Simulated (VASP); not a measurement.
# C (C2/m) in VASP: notebook

C is run at these levels: BLYP+D3(BJ), LDA; tasks: relaxation of cell and atoms.

Everything below comes from runs of VASP 6.6.1. Logs are shortened: lines on timing, memory, paths and dates and some standing lists are left out, and cuts for length are marked.

## (1) The cell of the first run

The structure is monoclinic, space group C2/m (No. 12). The conventional cell has a = 4.255 Å, b = 2.457 Å, c = 3.765 Å, α = 90.00°, β = 111.49°, γ = 90.00°. Within 1.9 Å of C (site symmetry m) lie 3 C at 1.42 Å.

## (2) Relaxation of cell and atoms, BLYP+D3(BJ)

Contents of INCAR:

```
  PREC = Accurate
  ENCUT = 600
  EDIFF = 1E-6
  ISMEAR = -1
  SIGMA = 0.1
  LREAL = F
  LASPH = T
  NELM = 60
  ALGO = Normal
  ISIF = 3
  LWAVE = F
  LCHARG = F
  GGA = B5
  ALDAX = 1.0
  AGGAX = 1.0
  AGGAC = 1.0
  ALDAC = 0.0
  IVDW = 12
  VDW_S6 = 1.0
  VDW_S8 = 2.6996
  VDW_A1 = 0.4298
  VDW_A2 = 4.2359
  IBRION = 2
  NSW = 80
  EDIFFG = -0.05
```

Contents of KPOINTS:

```
Automatic mesh
0
Gamma
  8 8 5
  0.5 0.5 0
```

Contents of POSCAR:

```
C
1.0
    2.1273203100     -1.2282824400      0.0000000000
    2.1273203100      1.2282824400      0.0000000000
   -1.3790696300      0.0000000000      3.5028300800
C
2
Direct
    0.8333555300      0.8333555300      0.0000930400
    0.1666444700      0.1666444700      0.9999069600
```

Potentials or basis: VASP PAW PBE potentials, release 64 (C).

Command:

```console
> cat potpaw_PBE.64/C/POTCAR > POTCAR
> mpirun -np 1 vasp_std > vasp.out
```

OUTCAR:

```text
PREC = Accurate
   ENCUT = 600
   EDIFF = 1E-6
   ISMEAR = -1
   LREAL = F
   LASPH = T
   NELM = 60
   ISIF = 3
   GGA = B5
   IVDW = 12
   IBRION = 2
   NSW = 80
   EDIFFG = -0.05
 IVDW          = 12

 ion  position               nearest neighbor table
   1  0.833  0.833  0.000-   2 1.42   2 1.42   2 1.42
   2  0.167  0.167  1.000-   1 1.42   1 1.42   1 1.42

  LATTYP: Found a base centered monoclinic cell.
 ALAT       =     4.2546406200
 B/A-ratio  =     0.5773848133
 C/A-ratio  =     0.8848045588
 COS(beta)  =    -0.3663329311

  Lattice vectors:

 A1 = (   2.1273203100,  -1.2282824400,   0.0000000000)
 A2 = (   2.1273203100,   1.2282824400,   0.0000000000)
 A3 = (  -1.3790696300,   0.0000000000,   3.5028300800)

Analysis of symmetry for initial positions (statically):
=====================================================================
 Subroutine PRICEL returns:
 Original cell was already a primitive cell.

 Routine SETGRP: Setting up the symmetry group for a
 base centered monoclinic supercell.

 Subroutine GETGRP returns: Found  4 space group operations
 (whereof  4 operations were pure point group operations)
 out of a pool of  4 trial point group operations.

The static configuration has the point symmetry C_2h.

Analysis of symmetry for dynamics (positions and initial velocities):
=====================================================================
 Subroutine PRICEL returns:
 Original cell was already a primitive cell.

 Routine SETGRP: Setting up the symmetry group for a
 base centered monoclinic supercell.

 Subroutine GETGRP returns: Found  4 space group operations
 (whereof  4 operations were pure point group operations)
 out of a pool of  4 trial point group operations.

The dynamic configuration has the point symmetry C_2h.

 Subroutine INISYM returns: Found  4 space group operations
 (whereof  4 operations are pure point group operations),
 and found     1 'primitive' translations

----------------------------------------------------------------------------------------

                                     Primitive cell

  volume of cell :      18.3054

  direct lattice vectors                    reciprocal lattice vectors
     2.127320310 -1.228282440  0.000000000     0.235037478 -0.407072497  0.092534619
     2.127320310  1.228282440  0.000000000     0.235037478  0.407072497  0.092534619
    -1.379069630  0.000000000  3.502830080     0.000000000  0.000000000  0.285483445

  length of vectors
     2.456454651  2.456454651  3.764525417     0.479075453  0.479075453  0.285483445

  position of ions in fractional coordinates (direct lattice)
     0.833355530  0.833355530  0.000093040
     0.166644470  0.166644470  0.999906960

  ion indices of the primitive-cell ions
   primitive index   ion index
                 1           1
[... 85 lines left out ...]
   NUPDOWN=      -1.0000    fix difference up-down
   EMIN   =  10.00;   EMAX   =-10.00  energy-range for DOS
   EFERMI =   0.00;   METHOD = LEGACY
   ISMEAR =    -1;   SIGMA  =   0.10  broadening in eV -4-tet -1-fermi 0-gaus
   EFERMI_NEDOS =   21; number of points for ismear=-14 and -15
   IALGO  =     38    algorithm
   IMIX   =      4    mixing-type and parameters
     AMIX     =   0.40;   BMIX     =  1.00
     AMIX_MAG =   1.60;   BMIX_MAG =  1.00
  volume/ion in A,a.u.               =       9.15        61.77
  Fermi-wavevector in a.u.,A,eV,Ry     =   1.242352  2.347705 20.999765  1.543439
  Thomas-Fermi vector in A             =   2.376710
   LORBIT       =      0    0 simple, 1 ext, 2 COOP (PROOUT), +10 PAW based schemes
   GGA     = B5    functional components
   LHFCALC =     F    Hartree Fock is set to
   AEXX    =    0.0000 exact exchange contribution
   IVDW    =    12    specifies the selected vdW correction
   LEPSILON=     F    determine dielectric tensor
   LRPA    =     F    only Hartree local field effects (RPA)
 conjugate gradient relaxation of ions
 non-spin polarized calculation
  energy-cutoff  :      600.00
  volume of cell :       18.31
 maximum number of plane-waves:       623
   NGX =  9   NGY =  9   NGZ = 15

--------------------------------------- Ionic step        1  -------------------------------------------

 number of electron       8.0000000 magnetization

 Free energy of the ion-electron system (eV)
  ---------------------------------------------------
  ext. energy  EPLUGINS =         0.00000000
  ---------------------------------------------------
  free energy    TOTEN  =       -17.29983092 eV

  energy without entropy =      -17.29928598  energy(sigma->0) =      -17.29955845

------------------------ aborting loop because EDIFF is reached ----------------------------------------

 Edisp (eV)   -0.56202

 E8    (eV) :    -0.3300
[... 105 lines left out ...]
  FREE ENERGIE OF THE ION-ELECTRON SYSTEM (eV)
  ---------------------------------------------------
  free  energy   TOTEN  =       -17.8675614743 eV

  energy  without entropy=      -17.8671123657  energy(sigma->0) =      -17.86733692

[... ionic steps 4 to 11 ...]

--------------------------------------- Ionic step       12  -------------------------------------------

 number of electron       7.9999999 magnetization

------------------------ aborting loop because EDIFF is reached ----------------------------------------
[... 35 lines left out ...]
--------------------------------------- Ionic step       13  -------------------------------------------

 number of electron       7.9999999 magnetization

 E-fermi :   5.3885     XC(G=0): -10.0027

 val. band max:        5.2217649777   @ k =  -0.3125   0.3125   0.0000
 cond. band min:       5.5635648597   @ k =  -0.3125   0.3125   0.0000
 fundamental gap:      0.3417998820
 Fermi energy:         5.3884770361

 k-point     1 :       0.0625    0.0625    0.0000
  band No.  band energies     occupation
      1     -14.1691      2.00000
      2      -0.9484      2.00000
      3       1.7683      2.00000
      4       1.9602      2.00000
      5      10.0890      0.00000
      6      13.7488      0.00000
      7      14.0454      0.00000
      8      16.1115      0.00000
[... 292 lines left out ...]
--------------------------------------- Ionic step       14  -------------------------------------------

 number of electron       7.9999999 magnetization

 Free energy of the ion-electron system (eV)
  ---------------------------------------------------
  ext. energy  EPLUGINS =         0.00000000
  ---------------------------------------------------
  free energy    TOTEN  =       -17.26658637 eV

  energy without entropy =      -17.26549359  energy(sigma->0) =      -17.26603998

 E-fermi :   5.3821     XC(G=0):  -9.9983

 val. band max:        5.1967806272   @ k =  -0.3125   0.3125   0.0000
 cond. band min:       5.5757180622   @ k =  -0.3125   0.3125   0.0000
 fundamental gap:      0.3789374350
 Fermi energy:         5.3820779344

 k-point     1 :       0.0625    0.0625    0.0000
  band No.  band energies     occupation
      1     -14.1749      2.00000
      2      -0.9592      2.00000
      3       1.7542      2.00000
      4       1.9618      2.00000
      5      10.0747      0.00000
      6      13.7704      0.00000
      7      14.0030      0.00000
      8      16.1076      0.00000
[... 286 lines left out ...]
  FREE ENERGIE OF THE ION-ELECTRON SYSTEM (eV)
  ---------------------------------------------------
  free  energy   TOTEN  =       -17.8796702130 eV

  energy  without entropy=      -17.8785774336  energy(sigma->0) =      -17.87912382

 reached required accuracy - stopping structural energy minimisation
```

OSZICAR:

```text
N       E                     dE             d eps       ncg     rms          rms(c)
DAV:   1     0.533875878898E+01    0.53388E+01   -0.46637E+03  1496   0.994E+02
DAV:   2    -0.183623989929E+02   -0.23701E+02   -0.23216E+02  2248   0.128E+02
[... 96 lines left out ...]
  13 F= -.17879542E+02 E0= -.17878938E+02  d E =-.120577E-03
       N       E                     dE             d eps       ncg     rms          rms(c)
DAV:   1    -0.172666889119E+02   -0.78756E-03   -0.77651E-03  1968   0.812E-01    0.530E-02
DAV:   2    -0.172666158940E+02    0.73018E-04   -0.14978E-04  2216   0.125E-01    0.288E-02
DAV:   3    -0.172665863009E+02    0.29593E-04   -0.10454E-04  2320   0.879E-02    0.369E-03
DAV:   4    -0.172665863670E+02   -0.66156E-07   -0.24573E-06  1576   0.177E-02
  14 F= -.17879670E+02 E0= -.17879124E+02  d E =-.248668E-03
```

Run time: 70 s. Hardware: 1 thread of Intel Xeon 6975P-C (Granite Rapids), shared host; peak memory 0.14 GiB.

What came out:

```yaml
Free_energy: -17.8797 eV
Relaxed_volume: 8.62 Å³/atom
Relaxed_cell: a = 2.469 Å, b = 2.469 Å, c = 3.546 Å, α = 109.77°, β = 109.77°, γ = 60.08°
Space_group_after_relaxing_to_0.05_Å: C2/m (No. 12)
Energy_gained_by_relaxing: 8.9 meV/atom
Ionic_steps: 14
Pressure_after_relaxing: 0.0 GPa
Largest_force_after_relaxing: 0.005 eV/Å
Band_gap_on_the_k_mesh: 0.38 eV, direct
Dispersion_energy_per_atom: -0.307 eV
```

Forces in eV/Å, atoms in the order of the input:
```
C   -0.005  0.000  0.002
C    0.005  0.000 -0.002
```

Stress tensor (GPa, compression positive):
```
-0.01  0.00 -0.02
 0.00  0.07  0.00
-0.02  0.00 -0.10
```

The path:
```csv
step,energy change (eV),largest force (eV/Å),pressure (GPa),volume (Å³)
1,0.0000,0.1506,4.06,18.31
2,0.0278,0.6268,-12.22,18.92
3,-0.0057,0.1064,-1.07,18.48
4,-0.0057,0.1025,-0.96,18.48
5,-0.0068,0.2904,-1.81,18.39
6,-0.0068,0.2196,-1.68,18.41
7,-0.0076,0.2192,-1.54,18.36
8,-0.0096,0.2176,-1.44,18.21
9,-0.0131,0.2136,-1.07,17.92
10,-0.0163,0.2012,-0.08,17.33
11,-0.0172,0.2542,0.09,17.22
12,-0.0176,0.0953,-0.02,17.26
13,-0.0177,0.0594,-0.02,17.23
14,-0.0178,0.0054,-0.01,17.24
```

Final structure:
```
CELL_PARAMETERS angstrom
2.13710 -1.23590 0.00006
2.13710 1.23590 0.00006
-1.38530 0.00000 3.26384
ATOMIC_POSITIONS crystal
C 0.83364 0.83364 0.00024
C 0.16636 0.16636 0.99976
```

Caveat: the PAW data sets were made with another functional, which shifts forces and pressure a little; the relaxation stopped at a loose force limit of 0.05 eV/Å, so its end isn't a converged minimum. A k mesh can miss the band edges.

## (3) Relaxation of cell and atoms, LDA

Contents of INCAR:

```
ALGO = Normal
EDIFF = 1E-7
EDIFFG = -0.05
ENCUT = 910
GGA = CA
GGA_COMPAT = F
IBRION = 2
ISIF = 3
ISMEAR = -1
LASPH = T
LCHARG = F
LREAL = F
LWAVE = F
NELM = 120
NELMIN = 4
NSW = 80
PREC = Accurate
SIGMA = 0.1
```

KPOINTS is that of step 2.

POSCAR is that of step 2.

Potentials or basis: VASP PAW LDA potentials, release 64 (C_h).

Command:

```console
> cat potpaw_LDA.64/C_h/POTCAR > POTCAR
> mpirun -np 1 vasp_std > vasp.out
```

OUTCAR:

```text
EDIFF = 1E-7
   EDIFFG = -0.05
   ENCUT = 910
   GGA = CA
   IBRION = 2
   ISIF = 3
   ISMEAR = -1
   LASPH = T
   LREAL = F
   NELM = 120
   NELMIN = 4
   NSW = 80
   PREC = Accurate

 ion  position               nearest neighbor table
   1  0.833  0.833  0.000-   2 1.42   2 1.42   2 1.42
   2  0.167  0.167  1.000-   1 1.42   1 1.42   1 1.42

  LATTYP: Found a base centered monoclinic cell.
 ALAT       =     4.2546406200
 B/A-ratio  =     0.5773848133
 C/A-ratio  =     0.8848045588
 COS(beta)  =    -0.3663329311

  Lattice vectors:

 A1 = (   2.1273203100,  -1.2282824400,   0.0000000000)
 A2 = (   2.1273203100,   1.2282824400,   0.0000000000)
 A3 = (  -1.3790696300,   0.0000000000,   3.5028300800)

Analysis of symmetry for initial positions (statically):
=====================================================================
 Subroutine PRICEL returns:
 Original cell was already a primitive cell.

 Routine SETGRP: Setting up the symmetry group for a
 base centered monoclinic supercell.

 Subroutine GETGRP returns: Found  4 space group operations
 (whereof  4 operations were pure point group operations)
 out of a pool of  4 trial point group operations.

The static configuration has the point symmetry C_2h.

Analysis of symmetry for dynamics (positions and initial velocities):
[... 270 lines left out ...]

------------------------ aborting loop because EDIFF is reached ----------------------------------------
[... 67 lines left out ...]
--------------------------------------- Ionic step       14  -------------------------------------------

 number of electron       8.0000000 magnetization

 Free energy of the ion-electron system (eV)
  ---------------------------------------------------
  ext. energy  EPLUGINS =         0.00000000
  ---------------------------------------------------
  free energy    TOTEN  =       -20.24683043 eV

  energy without entropy =      -20.24583320  energy(sigma->0) =      -20.24633182

 E-fermi :   5.6945     XC(G=0): -11.0102

 val. band max:        5.4915551756   @ k =  -0.3125   0.3125   0.0000
 cond. band min:       5.9071701452   @ k =  -0.3125   0.3125   0.0000
 fundamental gap:      0.4156149695
 Fermi energy:         5.6944792457

 k-point     1 :       0.0625    0.0625    0.0000
  band No.  band energies     occupation
      1     -13.9257      2.00000
      2      -0.9223      2.00000
      3       2.2556      2.00000
      4       2.4464      2.00000
      5       9.7700      0.00000
      6      14.1812      0.00000
      7      14.4696      0.00000
      8      16.7834      0.00000
[... 243 lines left out ...]
 k-point    24 :       0.4375    0.0625    0.2000
  band No.  band energies     occupation
      1      -9.8622      2.00000
      2      -5.8464      2.00000
      3      -0.9063      2.00000
      4       1.7435      2.00000
      5       9.1990      0.00000
      6      13.8884      0.00000
      7      18.0102      0.00000
      8      19.1255      0.00000

 [... further k-points ...]

------------------------ aborting loop because EDIFF is reached ----------------------------------------

  FORCE on cell =-STRESS in cart. coord.  units (eV):
  Direction    XX          YY          ZZ          XY          YZ          ZX
  --------------------------------------------------------------------------------------
  -------------------------------------------------------------------------------------
  Total       -0.0935821      0.0539960      0.0357049      0.0000000      0.0000000     -0.0013068
  in kB       -8.7733576      5.0621476      3.3473460      0.0000000      0.0000000     -0.1225139
  external PRESSURE =      -0.1212880 kB  Pullay stress =       0.0000000 kB
[... 17 lines left out ...]
  FREE ENERGIE OF THE ION-ELECTRON SYSTEM (eV)
  ---------------------------------------------------
  free  energy   TOTEN  =       -20.2468304336 eV

  energy  without entropy=      -20.2458332041  energy(sigma->0) =      -20.24633182

 reached required accuracy - stopping structural energy minimisation
```

Run time: 2.3 min. Hardware: 1 thread of Intel Xeon Platinum 8259CL at 2.50GHz (Skylake/Cascade Lake), shared host; peak memory 0.14 GiB.

Results:

```yaml
Free_energy: -20.2468 eV
Relaxed_volume: 8.54 Å³/atom
Relaxed_cell: a = 2.446 Å, b = 2.446 Å, c = 3.572 Å, α = 109.45°, β = 109.45°, γ = 60.03°
Space_group_after_relaxing_to_0.05_Å: C2/m (No. 12)
Energy_gained_by_relaxing: 3.1 meV/atom
Ionic_steps: 14
Pressure_after_relaxing: 0.0 GPa
Largest_force_after_relaxing: 0.037 eV/Å
Band_gap_on_the_k_mesh: 0.42 eV, direct
```

Forces in eV/Å, atoms in the order of the input:
```
C    0.036  0.000  0.010
C   -0.036  0.000 -0.010
```

Step by step:
| step | energy change (eV) | largest force (eV/Å) | pressure (GPa) | volume (Å³) |
| --- | --- | --- | --- | --- |
| 1 | 0.0000 | 0.1462 | -3.84 | 18.31 |
| 2 | 0.0176 | 0.8555 | 8.56 | 17.73 |
| 3 | -0.0028 | 0.0910 | -0.65 | 18.15 |
| 4 | -0.0028 | 0.0963 | -0.58 | 18.14 |
| 5 | -0.0022 | 0.3117 | 0.71 | 18.03 |
| 6 | -0.0030 | 0.0402 | -0.16 | 18.11 |
| 7 | -0.0035 | 0.0390 | -0.19 | 18.04 |
| 8 | -0.0046 | 0.0360 | -0.26 | 17.84 |
| 9 | -0.0046 | 0.0349 | -0.37 | 17.45 |
| 10 | -0.0050 | 0.0344 | -0.32 | 17.64 |
| 11 | -0.0051 | 0.0350 | -0.31 | 17.62 |
| 12 | -0.0056 | 0.0360 | -0.27 | 17.54 |
| 13 | -0.0063 | 0.0374 | -0.20 | 17.39 |
| 14 | -0.0063 | 0.0371 | -0.01 | 17.09 |

Final structure:
```yaml
crystal:
  lattice:
    - [2.11810, -1.22354, -0.00008]
    - [2.11810, 1.22354, -0.00008]
    - [-1.37323, 0.00000, 3.29723]
  atoms:
    - { symbol: C, position: [0.83353, 0.83353, 0.00009] }
    - { symbol: C, position: [0.16647, 0.16647, 0.99991] }
```

Levels at points of the mesh, in eV from the valence-band top:
| k point | band 1 | band 2 | band 3 | band 4 | band 5 | band 6 | band 7 | band 8 |
| --- | --- | --- | --- | --- | --- | --- | --- | --- |
| (0.06, 0.06, 0.00) | -19.42 | -6.41 | -3.24 | -3.05 | 4.28 | 8.69 | 8.98 | 11.29 |

Caveat: the cutoff is under 1.25 times the usual one of these potentials, so pressure, stress and relaxed cells hold a basis-set (Pulay) error; the relaxation stopped at a loose force limit of 0.05 eV/Å, so its end isn't a converged minimum.
